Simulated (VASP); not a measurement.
# Al (P6_3/mmc) in VASP: notebook

Runs on Al. Level: PBEsol. Tasks: single point.

All numbers are computed with VASP 6.6.1; they aren't measurements. Logs are shortened: lines on timing, memory, paths and dates and some standing lists are left out, and cuts for length are marked.

## 1. The cell of the first run

The structure is hexagonal, space group P6_3/mmc (No. 194). Conventional cell: a = 2.883 Å, b = 2.883 Å, c = 4.867 Å, α = 90.00°, β = 90.00°, γ = 120.00°. Within 3.8 Å of Al (site symmetry -6m2) lie 12 Al at 2.88 to 2.95 Å.

This isn't the form of Al at room conditions, which is fcc.

## 2. Single point, PBEsol (strain +0.0250 x Voigt [1, 1, 0, 0, 0, 0])

INCAR reads:

```
  PREC = Accurate
  ENCUT = 520
  EDIFF = 1E-6
  ISMEAR = 0
  SIGMA = 0.15
  LREAL = F
  LASPH = T
  NELM = 100
  ALGO = Fast
  ISIF = 2
  LWAVE = F
  LCHARG = F
  GGA = PS
  NBANDS = 10
```

KPOINTS reads:

```
Automatic mesh
0
Gamma
  18 18 10
```

POSCAR reads:

```
Al
1.0
    2.8827667353      0.0000000000      0.0000000000
   -1.4413833676      2.4965492260      0.0000000000
    0.0000000000      0.0000000000      4.8668500000
Al
2
Direct
    0.6666666667      0.3333333333      0.7500000000
    0.3333333333      0.6666666667      0.2500000000
```

Potentials or basis: VASP PAW PBE potentials, release 64 (Al).

Started as:

```console
$ cat potpaw_PBE.64/Al/POTCAR > POTCAR
$ mpirun -np 1 vasp_std > vasp.out
```

OUTCAR:

```text
PREC = Accurate
   ENCUT = 520
   EDIFF = 1E-6
   ISMEAR = 0
   LREAL = F
   LASPH = T
   NELM = 100
   ISIF = 2
   GGA = PS

 ion  position               nearest neighbor table
   1  0.667  0.333  0.750-   2 2.95   2 2.95   2 2.95   2 2.95   2 2.95   2 2.95
   2  0.333  0.667  0.250-   1 2.95   1 2.95   1 2.95   1 2.95   1 2.95   1 2.95

  LATTYP: Found a hexagonal cell.
 ALAT       =     2.8827667353
 C/A-ratio  =     1.6882566114

  Lattice vectors:

 A1 = (   2.8827667353,   0.0000000000,   0.0000000000)
 A2 = (  -1.4413833676,   2.4965492260,   0.0000000000)
 A3 = (   0.0000000000,   0.0000000000,   4.8668500000)

Analysis of symmetry for initial positions (statically):
=====================================================================
 Subroutine PRICEL returns:
 Original cell was already a primitive cell.

 Routine SETGRP: Setting up the symmetry group for a
 hexagonal supercell.

 Subroutine GETGRP returns: Found 24 space group operations
 (whereof 12 operations were pure point group operations)
 out of a pool of 24 trial point group operations.

The static configuration has the point symmetry D_3d.
 The point group associated with its full space group is D_6h.

Analysis of symmetry for dynamics (positions and initial velocities):
=====================================================================
 Subroutine PRICEL returns:
 Original cell was already a primitive cell.

 Routine SETGRP: Setting up the symmetry group for a
 hexagonal supercell.

 Subroutine GETGRP returns: Found 24 space group operations
 (whereof 12 operations were pure point group operations)
 out of a pool of 24 trial point group operations.

The dynamic configuration has the point symmetry D_3d.
 The point group associated with its full space group is D_6h.

 Subroutine INISYM returns: Found 24 space group operations
 (whereof 12 operations are pure point group operations),
 and found     1 'primitive' translations

----------------------------------------------------------------------------------------

                                     Primitive cell

  volume of cell :      35.0266

  direct lattice vectors                    reciprocal lattice vectors
     2.882766735  0.000000000  0.000000000     0.346888976  0.200276443  0.000000000
    -1.441383368  2.496549226  0.000000000     0.000000000  0.400552887  0.000000000
     0.000000000  0.000000000  4.866850000     0.000000000  0.000000000  0.205471712

  length of vectors
     2.882766735  2.882766735  4.866850000     0.400552887  0.400552887  0.205471712

  position of ions in fractional coordinates (direct lattice)
     0.666666667  0.333333333  0.750000000
     0.333333333  0.666666667  0.250000000

  ion indices of the primitive-cell ions
   primitive index   ion index
                 1           1
                 2           2

----------------------------------------------------------------------------------------

 KPOINTS: Automatic mesh

Automatic generation of k-mesh.
 Grid dimensions read from file:
 generate k-points for:   18   18   10

 Generating k-lattice:

  Cartesian coordinates                     Fractional coordinates (reciprocal lattice)
     0.019271610  0.011126469  0.000000000     0.055555556  0.000000000  0.000000000
     0.000000000  0.022252938  0.000000000     0.000000000  0.055555556  0.000000000
     0.000000000  0.000000000  0.020547171     0.000000000  0.000000000  0.100000000

  Length of vectors
     0.022252938  0.022252938  0.020547171

  Shift w.r.t. Gamma in fractional coordinates (k-lattice)
     0.000000000  0.000000000  0.000000000

 Subroutine IBZKPT returns following result:
 ===========================================

 Found    222 irreducible k-points:

 Following reciprocal coordinates:
            Coordinates               Weight
  0.000000  0.000000  0.000000      1.000000
  0.055556  0.000000  0.000000      6.000000
  0.111111  0.000000  0.000000      6.000000
  0.166667  0.000000  0.000000      6.000000
  0.222222  0.000000  0.000000      6.000000
  0.277778  0.000000  0.000000      6.000000
[... 16 lines left out ...]
  0.333333  0.111111  0.000000     12.000000
  0.388889  0.111111  0.000000     12.000000
 [... further k-points ...]
   k-points           NKPTS =    222   k-points in BZ     NKDIM =    222   number of bands    NBANDS=     10
   number of dos      NEDOS =    301   number of ions     NIONS =      2
   total plane-waves  NPLWV =  20736
   dimension x,y,z NGX =    24 NGY =   24 NGZ =   36
   dimension x,y,z NGXF=    48 NGYF=   48 NGZF=   72
   ions per type =               2
   NGX,Y,Z   is equivalent  to a cutoff of  13.84, 13.84, 12.30 a.u.
   NGXF,Y,Z  is equivalent  to a cutoff of  27.68, 27.68, 24.59 a.u.
 SYSTEM =  unknown system
   PREC   = accura    normal or accurate (medium, high low for compatibility)
   ISTART =      0    job   : 0-new  1-cont  2-samecut
   ICHARG =      2    charge: 1-file 2-atom 10-const
   ISPIN  =      1    spin polarized calculation?
   LNONCOLLINEAR =      F non collinear calculations
   LSORBIT =      F    spin-orbit coupling
   LASPH  =      T    aspherical Exc in radial PAW
   ENCUT  =  520.0 eV  38.22 Ry    6.18 a.u.   5.36  5.36  9.05*2*pi/ulx,y,z
   NELM   =    100;   NELMIN=  2; NELMDL= -5     # of ELM steps
   EDIFF  = 0.1E-05   stopping-criterion for ELM
   LREAL  =      F    real-space projection
   EDIFFG = 0.1E-04   stopping-criterion for IOM
   NSW    =      0    number of steps for IOM
   IBRION =     -1    ionic relax: 0-MD 1-quasi-New 2-CG
   NFREE  =      0    steps in history (QN), initial steepest desc. (CG)
   ISIF   =      2    stress and relaxation
   ISYM   =      2    0-nonsym 1-usesym 2-fastsym
   POTIM  = 0.5000    time-step for ionic-motion
   TEBEG  =    0.0;   TEEND  =   0.0 temperature during run
   PSTRESS=    0.0 pullay stress
   NELECT =       6.0000    total number of electrons
   NUPDOWN=      -1.0000    fix difference up-down
   EMIN   =  10.00;   EMAX   =-10.00  energy-range for DOS
   EFERMI =   0.00;   METHOD = LEGACY
   ISMEAR =     0;   SIGMA  =   0.15  broadening in eV -4-tet -1-fermi 0-gaus
   EFERMI_NEDOS =   21; number of points for ismear=-14 and -15
   IALGO  =     68    algorithm
   IMIX   =      4    mixing-type and parameters
     AMIX     =   0.40;   BMIX     =  1.00
     AMIX_MAG =   1.60;   BMIX_MAG =  1.00
  volume/ion in A,a.u.               =      17.51       118.19
  Fermi-wavevector in a.u.,A,eV,Ry     =   0.909200  1.718139 11.247181  0.826644
  Thomas-Fermi vector in A             =   2.033216
   LORBIT       =      0    0 simple, 1 ext, 2 COOP (PROOUT), +10 PAW based schemes
   GGA     = PS    functional components
   LHFCALC =     F    Hartree Fock is set to
   AEXX    =    0.0000 exact exchange contribution
   IVDW    =     0    specifies the selected vdW correction
   LEPSILON=     F    determine dielectric tensor
   LRPA    =     F    only Hartree local field effects (RPA)
 non-spin polarized calculation
 RMM-DIIS sequential band-by-band and
 Gauss-broadening in eV      SIGMA  =   0.15
  energy-cutoff  :      520.00
  volume of cell :       35.03
 maximum number of plane-waves:       967
 NGX is ok and might be reduce to    24
   NGX = 11   NGY = 11   NGZ = 19

 number of electron       6.0000000 magnetization

 Free energy of the ion-electron system (eV)
  ---------------------------------------------------
  ext. energy  EPLUGINS =         0.00000000
  ---------------------------------------------------
  free energy    TOTEN  =        -8.08169974 eV

  energy without entropy =       -8.07034269  energy(sigma->0) =       -8.07602121

 E-fermi :   7.3206     XC(G=0): -10.0423

 val. band max:        7.3162721360   @ k =   0.3333   0.3333   0.3000
 cond. band min:       7.3222470196   @ k =   0.3889   0.1667   0.2000
 fundamental gap:      0.0059748837
 Fermi energy:         7.3206244173

 k-point     1 :       0.0000    0.0000    0.0000
  band No.  band energies     occupation
      1      -3.3847      2.00000
      2       2.6495      2.00000
      3       2.8277      2.00000
      4      17.9308      0.00000
      5      17.9308      0.00000
      6      18.3780      0.00000
      7      18.3780      0.00000
      8      18.6739      0.00000
      9      19.9010      0.00000
     10      21.2080      0.00000

 k-point     2 :       0.0556    0.0000    0.0000
  band No.  band energies     occupation
      1      -3.3114      2.00000
      2       2.7216      2.00000
      3       2.8962      2.00000
      4      16.4151      0.00000
      5      17.0560      0.00000
      6      18.0761      0.00000
      7      19.3803      0.00000
      8      19.3869      0.00000
      9      19.9070      0.00000
     10      21.3372      0.00000

 k-point     3 :       0.1111    0.0000    0.0000
  band No.  band energies     occupation
      1      -3.0918      2.00000
      2       2.9373      2.00000
      3       3.1015      2.00000
      4      14.3957      0.00000
      5      16.1182      0.00000
      6      17.3982      0.00000
      7      19.1750      0.00000
      8      19.6162      0.00000
      9      20.3882      0.00000
     10      20.7008      0.00000

 k-point     4 :       0.1667    0.0000    0.0000
  band No.  band energies     occupation
      1      -2.7266      2.00000
      2       3.2946      2.00000
      3       3.4437      2.00000
      4      12.3857      0.00000
      5      15.3011      0.00000
      6      16.5557      0.00000
      7      17.8046      0.00000
      8      18.0671      0.00000
      9      20.1567      0.00000
     10      20.4172      0.00000

 k-point     5 :       0.2222    0.0000    0.0000
  band No.  band energies     occupation
      1      -2.2168      2.00000
      2       3.7894      2.00000
      3       3.9225      2.00000
      4      10.4587      0.00000
      5      14.6096      0.00000
      6      15.4435      0.00000
      7      16.2201      0.00000
      8      16.5671      0.00000
      9      19.5308      0.00000
     10      20.4856      0.00000

 k-point     6 :       0.2778    0.0000    0.0000
  band No.  band energies     occupation
      1      -1.5640      2.00000
      2       4.4119      2.00000
      3       4.5374      2.00000
      4       8.6458      0.00000
      5      13.9995      0.00000
      6      14.0444      0.00000
      7      14.4292      0.00000
      8      15.7818      0.00000
      9      19.0243      0.00000
     10      19.8724      0.00000
[... 183 lines left out ...]
 k-point    21 :       0.2222    0.1111    0.0000
  band No.  band energies     occupation
      1      -1.3471      2.00000
      2       4.6183      2.00000
      3       4.7423      2.00000
      4       8.8461      0.00000
      5      11.2170      0.00000
      6      14.5038      0.00000
      7      14.5611      0.00000
      8      16.7853      0.00000
      9      17.3374      0.00000
     10      18.5387      0.00000

 k-point    22 :       0.2778    0.1111    0.0000
  band No.  band energies     occupation
      1      -0.5546      2.00000
      2       5.3158      2.00000
      3       5.4918      2.00000
      4       7.2052      1.72350
      5      10.7080      0.00000
      6      12.9169      0.00000
      7      12.9743      0.00000
      8      16.3728      0.00000
      9      16.8097      0.00000
     10      18.1422      0.00000

 k-point    23 :       0.3333    0.1111    0.0000
  band No.  band energies     occupation
      1       0.3760      2.00000
      2       5.2775      2.00000
      3       6.3717      2.00000
      4       6.5453      2.00000
      5      10.2465      0.00000
      6      11.3798      0.00000
      7      11.6296      0.00000
      8      16.0748      0.00000
      9      16.4437      0.00000
     10      17.8457      0.00000

 k-point    24 :       0.3889    0.1111    0.0000
  band No.  band energies     occupation
      1       1.4402      2.00000
      2       3.9555      2.00000
      3       7.3628      0.69065
      4       7.4028      0.43828
      5       9.5624      0.00000
      6       9.9895      0.00000
      7      10.7662      0.00000
      8      15.8946      0.00000
      9      16.2267      0.00000
     10      17.6638      0.00000

 [... further k-points ...]

------------------------ aborting loop because EDIFF is reached ----------------------------------------

  FORCE on cell =-STRESS in cart. coord.  units (eV):
  Direction    XX          YY          ZZ          XY          YZ          ZX
  --------------------------------------------------------------------------------------
  -------------------------------------------------------------------------------------
  Total       -1.0122669     -1.0122669     -1.0455850     -0.0000000     -0.0000000      0.0000000
  in kB      -46.3028837    -46.3028837    -47.8269128     -0.0000000     -0.0000000      0.0000000
  external PRESSURE =     -46.8108934 kB  Pullay stress =       0.0000000 kB

 VOLUME and BASIS-vectors are now :
 -----------------------------------------------------------------------------
  energy-cutoff  :      520.00
  volume of cell :       35.03
      direct lattice vectors                 reciprocal lattice vectors
     2.882766735  0.000000000  0.000000000     0.346888976  0.200276443  0.000000000
    -1.441383368  2.496549226  0.000000000     0.000000000  0.400552887  0.000000000
     0.000000000  0.000000000  4.866850000     0.000000000  0.000000000  0.205471712

 POSITION                                       TOTAL-FORCE (eV/Angst)
 -----------------------------------------------------------------------------------
      1.44138      0.83218      3.65014        -0.000000      0.000000      0.000000
     -0.00000      1.66437      1.21671         0.000000     -0.000000      0.000000
 -----------------------------------------------------------------------------------
    total drift:                                0.000000     -0.000000     -0.000000

  FREE ENERGIE OF THE ION-ELECTRON SYSTEM (eV)
  ---------------------------------------------------
  free  energy   TOTEN  =        -8.0816997366 eV

  energy  without entropy=       -8.0703426926  energy(sigma->0) =       -8.07602121
```

Wall time 2.2 min (1 thread of AMD EPYC 7R43 (Zen 3), shared host); peak memory 0.15 GiB.

What came out:

```yaml
Free_energy: -8.0817 eV
Pressure: -4.7 GPa
Band_gap_on_the_k_mesh: zero (bands 3 and 4 overlap by 6.81 eV)
```

Stress tensor (GPa, compression positive):
```
-4.63  0.00  0.00
 0.00 -4.63  0.00
 0.00  0.00 -4.78
```

Caveat: the cell differs from its parent crystal (strain +0.0250 x Voigt [1, 1, 0, 0, 0, 0]); the cell stands under tension; the PAW data sets were made with another functional, which shifts forces and pressure a little.

## 3. Single point, PBEsol (strain +0.0500 x Voigt [1, 1, 0, 0, 0, 0])

INCAR reads:

```
SYSTEM = Al
ALGO = Normal
EDIFF = 1E-6
ENCUT = 520
GGA = PS
ISIF = 2
ISMEAR = 0
LASPH = .True.
LCHARG = .False.
LREAL = .False.
LWAVE = .False.
NBANDS = 10
NELM = 60
PREC = Accurate
SIGMA = 0.15
```

KPOINTS reads:

```
k-points
0
Gamma
  18 18 10
  0 0 0
```

POSCAR reads:

```
Al
1.0
    2.9530781191      0.0000000000      0.0000000000
   -1.4765390595      2.5574406705      0.0000000000
    0.0000000000      0.0000000000      4.8668500000
Al
2
Direct
    0.6666666667      0.3333333333      0.7500000000
    0.3333333333      0.6666666667      0.2500000000
```

Potentials or basis: VASP PAW PBE potentials, release 64 (Al).

Started as:

```console
$ cat potpaw_PBE.64/Al/POTCAR > POTCAR
$ mpirun -np 1 vasp_std > vasp.out
```

OUTCAR:

```text
SYSTEM = Al
   EDIFF = 1E-6
   ENCUT = 520
   GGA = PS
   ISIF = 2
   ISMEAR = 0
   LASPH = .True.
   LREAL = .False.
   NELM = 60
   PREC = Accurate

 ion  position               nearest neighbor table
   1  0.667  0.333  0.750-   2 2.97   2 2.97   2 2.97   2 2.97   2 2.97   2 2.97
   2  0.333  0.667  0.250-   1 2.97   1 2.97   1 2.97   1 2.97   1 2.97   1 2.97

  LATTYP: Found a hexagonal cell.
 ALAT       =     2.9530781191
 C/A-ratio  =     1.6480600254

  Lattice vectors:
[... 502 lines left out ...]

------------------------ aborting loop because EDIFF is reached ----------------------------------------

  FORCE on cell =-STRESS in cart. coord.  units (eV):
  Direction    XX          YY          ZZ          XY          YZ          ZX
  --------------------------------------------------------------------------------------
  -------------------------------------------------------------------------------------
  Total       -1.6277119     -1.6277119     -1.6522061     -0.0000000     -0.0000000      0.0000000
  in kB      -70.9511835    -70.9511835    -72.0188747     -0.0000000     -0.0000000      0.0000000
  external PRESSURE =     -71.3070806 kB  Pullay stress =       0.0000000 kB

 VOLUME and BASIS-vectors are now :
 -----------------------------------------------------------------------------
  energy-cutoff  :      520.00
  volume of cell :       36.76
      direct lattice vectors                 reciprocal lattice vectors
     2.953078119  0.000000000  0.000000000     0.338629714  0.195507957  0.000000000
    -1.476539060  2.557440671  0.000000000     0.000000000  0.391015914  0.000000000
     0.000000000  0.000000000  4.866850000     0.000000000  0.000000000  0.205471712

 POSITION                                       TOTAL-FORCE (eV/Angst)
 -----------------------------------------------------------------------------------
      1.47654      0.85248      3.65014         0.000000      0.000000      0.000000
     -0.00000      1.70496      1.21671        -0.000000     -0.000000      0.000000
 -----------------------------------------------------------------------------------
    total drift:                                0.000000     -0.000000      0.000000

  FREE ENERGIE OF THE ION-ELECTRON SYSTEM (eV)
  ---------------------------------------------------
  free  energy   TOTEN  =        -8.0176776891 eV

  energy  without entropy=       -8.0059098035  energy(sigma->0) =       -8.01179375
```

OSZICAR:

```text
N       E                     dE             d eps       ncg     rms          rms(c)
DAV:   1    -0.105769652108E+01   -0.10577E+01   -0.22586E+03  4440   0.466E+02
DAV:   2    -0.791917201481E+01   -0.68615E+01   -0.65745E+01  5832   0.519E+01
DAV:   3    -0.807289320573E+01   -0.15372E+00   -0.15154E+00  5838   0.633E+00
DAV:   4    -0.807363128701E+01   -0.73808E-03   -0.73785E-03  5298   0.483E-01
DAV:   5    -0.807363775410E+01   -0.64671E-05   -0.64667E-05  5338   0.475E-02    0.169E+00
DAV:   6    -0.803994385495E+01    0.33694E-01   -0.57693E-03  5024   0.356E-01    0.966E-01
DAV:   7    -0.801779351908E+01    0.22150E-01   -0.14412E-02  4852   0.543E-01    0.173E-01
DAV:   8    -0.801768029554E+01    0.11322E-03   -0.11831E-04  6154   0.644E-02    0.777E-03
DAV:   9    -0.801767892619E+01    0.13693E-05   -0.11158E-06  5096   0.547E-03    0.218E-03
DAV:  10    -0.801767770541E+01    0.12208E-05   -0.37470E-08  2872   0.127E-03    0.432E-04
DAV:  11    -0.801767768906E+01    0.16351E-07   -0.53568E-09  2576   0.432E-04
   1 F= -.80176777E+01 E0= -.80117937E+01  d E =-.117679E-01
```

stdout:

```text
POSCAR found type information on POSCAR Al
 POSCAR found :  1 types and       2 ions
 scaLAPACK will be used
 -----------------------------------------------------------------------------
|                                                                             |
|                                                                             |
|     You enforced a specific xc type in the INCAR file but a different       |
|     I HOPE YOU KNOW WHAT YOU ARE DOING!                                     |
|                                                                             |
 -----------------------------------------------------------------------------

 LDA part: xc-table for (Slater+PW92), standard interpolation
 POSCAR, INCAR and KPOINTS ok, starting setup
 FFT: planning ... GRIDC
 FFT: planning ... GRID_SOFT
 FFT: planning ... GRID
 WAVECAR not read
 entering main loop
```

It took 2 min on 1 thread of AMD EPYC 7R43 (Zen 3), shared host; peak memory 0.16 GiB.

What came out:

```
Free energy            : -8.0177 eV
Pressure               : -7.1 GPa
Band gap on the k mesh : zero (bands 3 and 4 overlap by 6.94 eV)
```

Levels at points of the mesh, in eV from the Fermi level:
| k point | band 1 | band 2 | band 3 | band 4 | band 5 | band 6 |
| --- | --- | --- | --- | --- | --- | --- |
| (0.00, 0.00, 0.00) | -10.39 | -4.33 | -4.20 | 9.83 | 9.83 | 10.48 |
| (0.50, 0.00, 0.00) | -4.99 | -4.68 | 0.64 | 0.89 | 1.41 | 1.62 |
| (0.00, 0.00, 0.50) | -8.84 | -8.84 | 3.08 | 3.08 | 11.12 | 11.12 |
| (0.50, 0.00, 0.50) | -3.58 | -3.58 | -3.06 | -3.06 | 6.58 | 6.58 |

Caveat: the cell differs from its parent crystal (strain +0.0500 x Voigt [1, 1, 0, 0, 0, 0]); the cell stands under tension; the PAW data sets were made with another functional, which shifts forces and pressure a little.

(Continued in part 2 of 2.)

The gap in the log of VASP goes by the Fermi energy; the results here count the filled bands.